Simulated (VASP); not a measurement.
In, 2 atoms in the cell. The structure is hexagonal, space group P6_3/mmc (No. 194). Conventional cell: a = 3.285 Å, b = 3.285 Å, c = 5.344 Å, α = 90.00°, β = 90.00°, γ = 120.00°. In (site symmetry -6m2) has 12 In at 3.28 to 3.29 Å within 4.3 Å.  This cell differs from its parent crystal: strain -0.015 along x and y, -0.030 along z.

* Program: VASP 6.6.1
* Task: single point
* Functional: PBE
* Dispersion: D3(BJ)
* Potentials or basis: VASP PAW PBE potentials, release 64 (In_d)
* Cutoff: 520 eV
* k mesh: 18 × 18 × 10
* Occupations: gaussian, width 0.15 eV
* Spin: no spin polarisation
* Dipole correction: no
* Further INCAR settings: ALGO = Fast; EDIFF = 1e-07; NBANDS = 20

Potentials or basis: VASP PAW PBE potentials, release 64 (In_d).

Run with:

```bash
$ cat potpaw_PBE.64/In_d/POTCAR > POTCAR
$ mpirun -np 1 vasp_std > vasp.out
```

Hardware: 1 thread of Intel(R) Xeon(R) 6975P-C (Granite Rapids) (shared host).

Q: How long does it take, and how much memory?

A: It took 72 s on 1 thread of Intel(R) Xeon(R) 6975P-C (Granite Rapids), with other jobs on the host, peak memory 0.29 GiB. Counts: scf iterations 16, k points 222.
